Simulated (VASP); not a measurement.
# BiH3Pb (P3m1) in VASP: a series of runs

Runs on BiH3Pb. Level: PBE. Tasks: single point, relaxation of cell and atoms.

Program: VASP 6.6.1. These are calculated values, not measurements. Logs are shortened: lines on timing, memory, paths and dates and some standing lists are left out, and cuts for length are marked.

### Step 1. The cell of the first run

Symmetry: P3m1, No. 156, trigonal system. The conventional cell has a = 3.684 Å, b = 3.684 Å, c = 6.003 Å, α = 90.00°, β = 90.00°, γ = 120.00°. Within 2.5 Å of Bi (site symmetry 3m) lie 6 H at 1.86 Å and 1 Pb at 2.44 Å. Within 2.2 Å of H (site symmetry m) lie 4 H at 1.57 to 2.11 Å and 2 Bi at 1.86 Å. Within 3.2 Å of Pb (site symmetry 3m) lie 1 Bi at 2.44 Å and 6 H at 3.20 Å.

The cell was generated, and may not be a known phase.

### Step 2. Single point, PBE

INCAR reads:

```
PREC = Accurate
ENCUT = 520
EDIFF = 1E-6
ISMEAR = 0
SIGMA = 0.1
LREAL = F
LASPH = T
NELM = 60
ALGO = Normal
ISIF = 2
LWAVE = F
LCHARG = F
GGA = PE
NBANDS = 24
```

KPOINTS reads:

```
regular mesh
0
Gamma
  6 6 4
```

POSCAR reads:

```
BiH3Pb
1.0
    3.6839072800      0.0000000000      0.0000000000
   -1.8419536400      3.1903572900      0.0000000000
    0.0000000000      0.0000000000      6.0029001500
Bi H Pb
1 3 1
Direct
    0.0000000000      0.0000000000      0.5792162200
    0.5242389100      0.4757610900      0.6073962100
    0.5242389100      0.0484778100      0.6073962100
    0.9515221900      0.4757610900      0.6073962100
    0.0000000000      0.0000000000      0.1732608900
```

Potentials or basis: VASP PAW PBE potentials, release 64 (Bi_d, H, Pb_d).

Run with:

```
cat potpaw_PBE.64/Bi_d/POTCAR potpaw_PBE.64/H/POTCAR potpaw_PBE.64/Pb_d/POTCAR > POTCAR
mpirun -np 1 vasp_std > vasp.out
```

OUTCAR:

```text
PREC = Accurate
   ENCUT = 520
   EDIFF = 1E-6
   ISMEAR = 0
   LREAL = F
   LASPH = T
   NELM = 60
   ISIF = 2
   GGA = PE

 ion  position               nearest neighbor table
   1  0.000  0.000  0.579-   3 1.86   4 1.86   2 1.86   2 1.86   3 1.86   4 1.86   5 2.44   5 3.57

   2  0.524  0.476  0.607-   1 1.86   1 1.86
   3  0.524  0.048  0.607-   1 1.86   1 1.86
   4  0.952  0.476  0.607-   1 1.86   1 1.86
   5  0.000  0.000  0.173-   1 2.44   1 3.57

  LATTYP: Found a hexagonal cell.
 ALAT       =     3.6839072800
 C/A-ratio  =     1.6294927352

  Lattice vectors:

 A1 = (   3.6839072800,   0.0000000000,   0.0000000000)
 A2 = (  -1.8419536400,   3.1903572900,   0.0000000000)
 A3 = (   0.0000000000,   0.0000000000,   6.0029001500)

Analysis of symmetry for initial positions (statically):
=====================================================================
 Subroutine PRICEL returns:
 Original cell was already a primitive cell.

 Routine SETGRP: Setting up the symmetry group for a
 hexagonal supercell.

 Subroutine GETGRP returns: Found  6 space group operations
 (whereof  6 operations were pure point group operations)
 out of a pool of 24 trial point group operations.

The static configuration has the point symmetry C_3v.

Analysis of symmetry for dynamics (positions and initial velocities):
=====================================================================
 Subroutine PRICEL returns:
 Original cell was already a primitive cell.

 Routine SETGRP: Setting up the symmetry group for a
 hexagonal supercell.

 Subroutine GETGRP returns: Found  6 space group operations
 (whereof  6 operations were pure point group operations)
 out of a pool of 24 trial point group operations.

The dynamic configuration has the point symmetry C_3v.

 Subroutine INISYM returns: Found  6 space group operations
 (whereof  6 operations are pure point group operations),
 and found     1 'primitive' translations

----------------------------------------------------------------------------------------

                                     Primitive cell

  volume of cell :      70.5520

  direct lattice vectors                    reciprocal lattice vectors
     3.683907280  0.000000000  0.000000000     0.271450914  0.156722259  0.000000000
    -1.841953640  3.190357290  0.000000000     0.000000000  0.313444517  0.000000000
     0.000000000  0.000000000  6.002900150     0.000000000  0.000000000  0.166586146

  length of vectors
     3.683907280  3.683907280  6.002900150     0.313444517  0.313444517  0.166586146

  position of ions in fractional coordinates (direct lattice)
     0.000000000  0.000000000  0.579216220
     0.524238910  0.475761090  0.607396210
     0.524238910  0.048477810  0.607396210
     0.951522190  0.475761090  0.607396210
     0.000000000  0.000000000  0.173260890

  ion indices of the primitive-cell ions
   primitive index   ion index
                 1           1
                 2           2
                 3           3
                 4           4
                 5           5

----------------------------------------------------------------------------------------

 KPOINTS: regular mesh

Automatic generation of k-mesh.
 Grid dimensions read from file:
 generate k-points for:    6    6    4

 Generating k-lattice:

  Cartesian coordinates                     Fractional coordinates (reciprocal lattice)
     0.045241819  0.026120376  0.000000000     0.166666667  0.000000000  0.000000000
     0.000000000  0.052240753  0.000000000     0.000000000  0.166666667  0.000000000
     0.000000000  0.000000000  0.041646536     0.000000000  0.000000000  0.250000000

  Length of vectors
     0.052240753  0.052240753  0.041646536

  Shift w.r.t. Gamma in fractional coordinates (k-lattice)
     0.000000000  0.000000000  0.000000000

 Subroutine IBZKPT returns following result:
 ===========================================

 Found     24 irreducible k-points:

 Following reciprocal coordinates:
            Coordinates               Weight
  0.000000  0.000000  0.000000      1.000000
  0.166667 -0.000000  0.000000      6.000000
  0.333333 -0.000000  0.000000      6.000000
  0.500000 -0.000000  0.000000      3.000000
  0.166667  0.166667  0.000000      6.000000
  0.333333  0.166667  0.000000     12.000000
[... 16 lines left out ...]
  0.333333  0.166667  0.500000     12.000000
  0.333333  0.333333  0.500000      2.000000
   k-points           NKPTS =     24   k-points in BZ     NKDIM =     24   number of bands    NBANDS=     24
   number of dos      NEDOS =    301   number of ions     NIONS =      5
   total plane-waves  NPLWV =  37632
   dimension x,y,z NGX =    28 NGY =   28 NGZ =   48
   dimension x,y,z NGXF=    56 NGYF=   56 NGZF=   96
   ions per type =               1   3   1
   NGX,Y,Z   is equivalent  to a cutoff of  12.64, 12.64, 13.29 a.u.
   NGXF,Y,Z  is equivalent  to a cutoff of  25.27, 25.27, 26.59 a.u.
 SYSTEM =  unknown system
   PREC   = accura    normal or accurate (medium, high low for compatibility)
   ISTART =      0    job   : 0-new  1-cont  2-samecut
   ICHARG =      2    charge: 1-file 2-atom 10-const
   ISPIN  =      1    spin polarized calculation?
   LNONCOLLINEAR =      F non collinear calculations
   LSORBIT =      F    spin-orbit coupling
   LASPH  =      T    aspherical Exc in radial PAW
   ENCUT  =  520.0 eV  38.22 Ry    6.18 a.u.   6.85  6.85 11.16*2*pi/ulx,y,z
   NELM   =     60;   NELMIN=  2; NELMDL= -5     # of ELM steps
   EDIFF  = 0.1E-05   stopping-criterion for ELM
   LREAL  =      F    real-space projection
   EDIFFG = 0.1E-04   stopping-criterion for IOM
   NSW    =      0    number of steps for IOM
   IBRION =     -1    ionic relax: 0-MD 1-quasi-New 2-CG
   NFREE  =      0    steps in history (QN), initial steepest desc. (CG)
   ISIF   =      2    stress and relaxation
   ISYM   =      2    0-nonsym 1-usesym 2-fastsym
   POTIM  = 0.5000    time-step for ionic-motion
   TEBEG  =    0.0;   TEEND  =   0.0 temperature during run
   PSTRESS=    0.0 pullay stress
   NELECT =      32.0000    total number of electrons
   NUPDOWN=      -1.0000    fix difference up-down
   EMIN   =  10.00;   EMAX   =-10.00  energy-range for DOS
   EFERMI =   0.00;   METHOD = LEGACY
   ISMEAR =     0;   SIGMA  =   0.10  broadening in eV -4-tet -1-fermi 0-gaus
   EFERMI_NEDOS =   21; number of points for ismear=-14 and -15
   IALGO  =     38    algorithm
   IMIX   =      4    mixing-type and parameters
     AMIX     =   0.40;   BMIX     =  1.00
     AMIX_MAG =   1.60;   BMIX_MAG =  1.00
  volume/ion in A,a.u.               =      14.11        95.22
  Fermi-wavevector in a.u.,A,eV,Ry     =   1.257830  2.376953 21.526255  1.582135
  Thomas-Fermi vector in A             =   2.391469
   LORBIT       =      0    0 simple, 1 ext, 2 COOP (PROOUT), +10 PAW based schemes
   GGA     = PE    functional components
   LHFCALC =     F    Hartree Fock is set to
   AEXX    =    0.0000 exact exchange contribution
   IVDW    =     0    specifies the selected vdW correction
   LEPSILON=     F    determine dielectric tensor
   LRPA    =     F    only Hartree local field effects (RPA)
 non-spin polarized calculation
 Gauss-broadening in eV      SIGMA  =   0.10
  energy-cutoff  :      520.00
  volume of cell :       70.55
 maximum number of plane-waves:      1926
   NGX = 13   NGY = 13   NGZ = 23

 number of electron      32.0000005 magnetization

 Free energy of the ion-electron system (eV)
  ---------------------------------------------------
  ext. energy  EPLUGINS =         0.00000000
  ---------------------------------------------------
  free energy    TOTEN  =       -10.26724103 eV

  energy without entropy =      -10.25534899  energy(sigma->0) =      -10.26129501

 E-fermi :   6.9753     XC(G=0):  -9.9358

 val. band max:        6.9577861869   @ k =   0.0000   0.1667   0.2500
 cond. band min:       7.0174542529   @ k =   0.1667  -0.0000   0.5000
 fundamental gap:      0.0596680660
 Fermi energy:         6.9753089122

 k-point     1 :       0.0000    0.0000    0.0000
  band No.  band energies     occupation
      1     -17.1221      2.00000
      2     -16.8406      2.00000
      3     -16.8406      2.00000
      4     -16.6819      2.00000
      5     -16.6819      2.00000
      6     -10.7995      2.00000
[... 16 lines left out ...]
     23      14.6613      0.00000
     24      15.5821      0.00000

 k-point     2 :       0.1667   -0.0000    0.0000
  band No.  band energies     occupation
      1     -17.0947      2.00000
      2     -16.8388      2.00000
      3     -16.7912      2.00000
      4     -16.6943      2.00000
      5     -16.6848      2.00000
      6     -10.7163      2.00000
[... 16 lines left out ...]
     23      14.4801      0.00000
     24      15.4988      0.00000

 k-point     3 :       0.3333   -0.0000    0.0000
  band No.  band energies     occupation
      1     -17.0533      2.00000
      2     -16.8239      2.00000
      3     -16.7193      2.00000
      4     -16.6967      2.00000
      5     -16.6843      2.00000
      6     -10.5669      2.00000
[... 16 lines left out ...]
     23      15.3121      0.00000
     24      15.7335      0.00000
[... 514 lines left out ...]
 k-point    23 :       0.3333    0.1667    0.5000
  band No.  band energies     occupation
      1     -17.0066      2.00000
      2     -16.8001      2.00000
      3     -16.7240      2.00000
      4     -16.7002      2.00000
      5     -16.6684      2.00000
      6     -10.4951      2.00000
[... 16 lines left out ...]
     23      14.9336      0.00000
     24      15.8947      0.00000

 k-point    24 :       0.3333    0.3333    0.5000
  band No.  band energies     occupation
      1     -16.9778      2.00000
      2     -16.7599      2.00000
      3     -16.7154      2.00000
      4     -16.7119      2.00000
      5     -16.7046      2.00000
      6     -10.4699      2.00000
[... 16 lines left out ...]
     23      13.9636      0.00000
     24      15.7502      0.00000

------------------------ aborting loop because EDIFF is reached ----------------------------------------

  FORCE on cell =-STRESS in cart. coord.  units (eV):
  Direction    XX          YY          ZZ          XY          YZ          ZX
  --------------------------------------------------------------------------------------
  -------------------------------------------------------------------------------------
  Total       11.6831622     11.6831622     21.5479351     -0.0000000      0.0000000      0.0000000
  in kB      265.3150321    265.3150322    489.3359338     -0.0000000      0.0000000      0.0000000
  external PRESSURE =     339.9886660 kB  Pullay stress =       0.0000000 kB

 VOLUME and BASIS-vectors are now :
 -----------------------------------------------------------------------------
  energy-cutoff  :      520.00
  volume of cell :       70.55
      direct lattice vectors                 reciprocal lattice vectors
     3.683907280  0.000000000  0.000000000     0.271450914  0.156722259  0.000000000
    -1.841953640  3.190357290  0.000000000     0.000000000  0.313444517  0.000000000
     0.000000000  0.000000000  6.002900150     0.000000000  0.000000000  0.166586146

 POSITION                                       TOTAL-FORCE (eV/Angst)
 -----------------------------------------------------------------------------------
      0.00000      0.00000      3.47698         0.000000      0.000000      6.473592
      1.05492      1.51785      3.64614        -0.158981      0.091788      0.650364
      1.84195      0.15466      3.64614         0.000000     -0.183576      0.650364
      2.62899      1.51785      3.64614         0.158981      0.091788      0.650364
      0.00000      0.00000      1.04007         0.000000      0.000000     -8.424683
 -----------------------------------------------------------------------------------
    total drift:                               -0.000000     -0.000000      0.000005

  FREE ENERGIE OF THE ION-ELECTRON SYSTEM (eV)
  ---------------------------------------------------
  free  energy   TOTEN  =       -10.2672410271 eV

  energy  without entropy=      -10.2553489943  energy(sigma->0) =      -10.26129501
```

It took 46 s on 1 thread of Oxide Virtual Turin-like, shared host; peak memory 0.17 GiB.

Results:

```
Free energy            : -10.2672 eV
Pressure               : 34.0 GPa
Largest force          : 8.425 eV/Å
Band gap on the k mesh : zero (bands 16 and 17 overlap by 1.96 eV)
```

Forces in eV/Å, atoms in the order of the input:
```
Bi   0.000  0.000  6.474
H   -0.159  0.092  0.650
H    0.000 -0.184  0.650
H    0.159  0.092  0.650
Pb   0.000  0.000 -8.425
```

Caveat: the stress differs along the axes, from 27 to 49 GPa; spin-orbit coupling is left out, which moves the levels of the heavy elements; forces of over 1 eV/Å act on the atoms, so gaps and moduli don't describe the material at rest.

### Step 3. Relaxation of cell and atoms, PBE

INCAR reads:

```
PREC     = Accurate       # precision mode
ENCUT    = 600            # plane-wave cutoff, eV
EDIFF    = 1E-7           # SCF threshold, eV
ISMEAR   = 0              # smearing method
SIGMA    = 0.1            # smearing width, eV
LREAL    = F              # projectors in reciprocal space
LASPH    = T              # aspherical terms in the spheres
NELM     = 60             # most SCF steps
ALGO     = Fast           # electronic algorithm
ISIF     = 3              # what is computed and relaxed
LWAVE    = F              # write WAVECAR
LCHARG   = F              # write CHGCAR
GGA      = PE             # functional
IBRION   = 2              # ionic algorithm
NSW      = 90             # ionic steps
EDIFFG   = -0.04          # ionic threshold
```

KPOINTS reads:

```
Automatic mesh
0
Gamma
  6 6 4
```

POSCAR is that of step 2.

Potentials or basis: VASP PAW PBE potentials, release 64 (Bi_d, H, Pb_d).

Run with:

```
cat potpaw_PBE.64/Bi_d/POTCAR potpaw_PBE.64/H/POTCAR potpaw_PBE.64/Pb_d/POTCAR > POTCAR
mpirun -np 1 vasp_std > vasp.out
```

OUTCAR:

```text
PREC = Accurate
   ENCUT = 600
   EDIFF = 1E-7
   ISMEAR = 0
   LREAL = F
   LASPH = T
   NELM = 60
   ISIF = 3
   GGA = PE
   IBRION = 2
   NSW = 90
   EDIFFG = -0.04

 ion  position               nearest neighbor table
   1  0.000  0.000  0.579-   3 1.86   4 1.86   2 1.86   2 1.86   3 1.86   4 1.86   5 2.44   5 3.57

   2  0.524  0.476  0.607-   1 1.86   1 1.86
   3  0.524  0.048  0.607-   1 1.86   1 1.86
   4  0.952  0.476  0.607-   1 1.86   1 1.86
   5  0.000  0.000  0.173-   1 2.44   1 3.57

  LATTYP: Found a hexagonal cell.
 ALAT       =     3.6839072800
 C/A-ratio  =     1.6294927352

  Lattice vectors:

 A1 = (   3.6839072800,   0.0000000000,   0.0000000000)
 A2 = (  -1.8419536400,   3.1903572900,   0.0000000000)
[... 853 lines left out ...]
  ---------------------------------------------------
  free  energy   TOTEN  =       -10.4472222025 eV

  energy  without entropy=      -10.4308298856  energy(sigma->0) =      -10.43902604

[... ionic steps 4 to 25 ...]

--------------------------------------- Ionic step       26  -------------------------------------------

 number of electron      32.0000015 magnetization

------------------------ aborting loop because EDIFF is reached ----------------------------------------
[... 73 lines left out ...]
--------------------------------------- Ionic step       28  -------------------------------------------

 number of electron      32.0000011 magnetization

 Free energy of the ion-electron system (eV)
  ---------------------------------------------------
  ext. energy  EPLUGINS =         0.00000000
  ---------------------------------------------------
  free energy    TOTEN  =       -13.96906352 eV

  energy without entropy =      -13.95731976  energy(sigma->0) =      -13.96319164

 E-fermi :   4.5609     XC(G=0):  -8.9874

 val. band max:        4.5568425133   @ k =   0.0000   0.0000   0.2500
 cond. band min:       4.5791740062   @ k =   0.1667  -0.0000   0.0000
 fundamental gap:      0.0223314929
 Fermi energy:         4.5608815560

 k-point     1 :       0.0000    0.0000    0.0000
  band No.  band energies     occupation
      1     -18.5484      2.00000
      2     -18.5484      2.00000
      3     -18.5287      2.00000
      4     -18.4862      2.00000
      5     -18.4862      2.00000
      6     -12.6647      2.00000
[... 573 lines left out ...]
  FREE ENERGIE OF THE ION-ELECTRON SYSTEM (eV)
  ---------------------------------------------------
  free  energy   TOTEN  =       -13.9690635196 eV

  energy  without entropy=      -13.9573197633  energy(sigma->0) =      -13.96319164

 reached required accuracy - stopping structural energy minimisation
```

It took 21 min on 1 thread of Oxide Virtual Turin-like, shared host; peak memory 0.21 GiB.

Results:

```yaml
Free_energy: -13.9691 eV
Relaxed_volume: 18.19 Å³/atom
Relaxed_cell: a = 3.909 Å, b = 3.909 Å, c = 6.871 Å, α = 90.00°, β = 90.00°, γ = 120.00°
Space_group_after_relaxing_to_0.1_Å: P6mm (No. 183)
Pressure_after_relaxing: 0.1 GPa
Largest_force_after_relaxing: 0.014 eV/Å
Band_gap_on_the_k_mesh: zero (bands 16 and 17 overlap by 1.33 eV)
```

Forces on the atoms (eV/Å):
```
Bi   0.000  0.000  0.007
H    0.002 -0.001 -0.007
H    0.000  0.003 -0.007
H   -0.002 -0.001 -0.007
Pb   0.000  0.000  0.014
```

Final structure:
```
Bi H Pb
1.0
     3.90923    0.00000    0.00000
    -1.95462    3.38550    0.00000
     0.00000    0.00000    6.87079
Bi H Pb
1 3 1
Direct
  0.00000 0.00000 0.68666
  0.49958 0.50042 0.56919
  0.49958 0.99916 0.56919
  0.00084 0.50042 0.56919
  0.00000 0.00000 0.18044
```

Levels at points of the mesh, in eV from the Fermi level:
```
           k point  band 14  band 15  band 16  band 17  band 18  band 19
(0.00, 0.00, 0.00)     0.17     0.17     0.44     1.34     1.34     3.76
(0.50, 0.00, 0.00)    -3.39    -2.73    -1.82    -0.28     1.26     2.67
(0.00, 0.00, 0.50)    -0.74     0.17     0.17     1.46     1.46     2.18
(0.50, 0.00, 0.50)    -2.70    -2.31    -2.23     0.83     1.24     2.34
```

Caveat: the volume moved by over 15 % at a fixed basis, so the end points are rough; spin-orbit coupling is left out, which moves the levels of the heavy elements.

The gap in the log of VASP goes by the Fermi energy; the results here count the filled bands.